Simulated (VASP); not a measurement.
Write the native input for VASP 6.6.1 that does the following.

* Task: density of states
* Functional: PBEsol
* Potentials or basis: VASP PAW PBE potentials, release 64 (Nb_sv, Te)
* Cutoff: 520 eV
* k mesh: 12 × 12 × 12
* Occupations: fermi-dirac, width 0.1 eV
* Spin: no spin polarisation
* Dipole correction: no
* k mesh for the DOS: 18 × 18 × 18
* Occupations for the DOS: tetrahedron
* Further INCAR settings: ALGO = Normal; EDIFF = 1e-06

Crystal: NbTe (CsCl type).

```
CELL_PARAMETERS angstrom
3.38485 0.00000 0.00000
0.00000 3.38485 0.00000
0.00000 0.00000 3.38485
ATOMIC_POSITIONS crystal
Nb 0.00000 0.00000 0.00000
Te 0.50000 0.50000 0.50000
```

One way to write it, as run:

POSCAR

```
NbTe
1.0
    3.3848521171      0.0000000000      0.0000000000
    0.0000000000      3.3848521171      0.0000000000
    0.0000000000      0.0000000000      3.3848521171
Nb Te
1 1
Direct
    0.0000000000      0.0000000000      0.0000000000
    0.5000000000      0.5000000000      0.5000000000
```

INCAR.step1

```
SYSTEM = NbTe
ALGO = Normal
EDIFF = 1E-6
ENCUT = 520
GGA = PS
ISIF = 2
ISMEAR = -1
LASPH = .TRUE.
LCHARG = .TRUE.
LMAXMIX = 4
LREAL = .FALSE.
LWAVE = .FALSE.
NBANDS = 16
NELM = 80
PREC = Accurate
SIGMA = 0.1
```

KPOINTS.step1

```
k-points
0
G
  12 12 12
  0 0 0
```

INCAR.step2

```
SYSTEM = NbTe
ALGO = Normal
EDIFF = 1E-6
ENCUT = 520
GGA = PS
ICHARG = 11
ISIF = 2
ISMEAR = -5
LASPH = .TRUE.
LCHARG = .FALSE.
LMAXMIX = 4
LORBIT = 11
LREAL = .FALSE.
LWAVE = .FALSE.
NEDOS = 1001
NELM = 80
PREC = Accurate
SIGMA = 0.1
```

KPOINTS.step2

```
k-points
0
G
  18 18 18
  0 0 0
```

Potentials or basis: VASP PAW PBE potentials, release 64 (Nb_sv, Te).

Command:

```console
$ cat potpaw_PBE.64/Nb_sv/POTCAR potpaw_PBE.64/Te/POTCAR > POTCAR
$ cp INCAR.step1 INCAR
$ cp KPOINTS.step1 KPOINTS
$ mpirun -np 1 vasp_std > vasp.out
$ cp INCAR.step2 INCAR
$ cp KPOINTS.step2 KPOINTS
$ mpirun -np 1 vasp_std > vasp.out
```

Results of the run:

The valence electrons inside the program's atomic spheres are Nb 10.66; Te 3.47.

Caveat: spin-orbit coupling is left out, which moves the levels of the heavy elements.

Run time: 45 s on 1 thread of Intel(R) Xeon(R) 6975P-C (Granite Rapids), on a shared host, peak memory 0.25 GiB.
